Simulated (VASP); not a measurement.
Here is a VASP 6.6.1 calculation.

Contents of INCAR:

```
  PREC = Accurate
  ENCUT = 500
  EDIFF = 1E-6
  ISMEAR = 0
  SIGMA = 0.1
  LREAL = F
  LASPH = T
  NELM = 120
  ALGO = Normal
  ISIF = 2
  LWAVE = F
  LCHARG = F
  GGA = PE
  NBANDS = 14
  GGA_COMPAT = F
```

Contents of KPOINTS:

```
Automatic mesh
0
Gamma
  6 6 4
```

File POSCAR:

```
Si2Cl
1.0
    3.4076797400      0.0000000000      0.0000000000
   -1.7038398700      2.9511372200      0.0000000000
    0.0000000000      0.0000000000      5.5647410100
Si Cl
2 1
Direct
    0.3333333300      0.6666666700      0.0000000000
    0.6666666700      0.3333333300      0.5000000000
    0.3333333300      0.6666666700      0.3750000000
```

Potentials or basis: VASP PAW PBE potentials, release 64 (Si, Cl).

Launch:

```bash
$ cat potpaw_PBE.64/Si/POTCAR potpaw_PBE.64/Cl/POTCAR > POTCAR
$ mpirun -np 1 vasp_std > vasp.out
```

Question: Estimate the largest force.

Answer: 4.238 eV/Å.

Question: Predict the pressure.

Answer: 26.8 GPa.

Stress tensor (GPa, compression positive):
```
27.45  0.00  0.00
 0.00 27.45  0.00
 0.00  0.00 25.57
```

Caveat: an odd number of electrons without spin polarisation forces a metal; a magnetic or distorted state may lie lower.
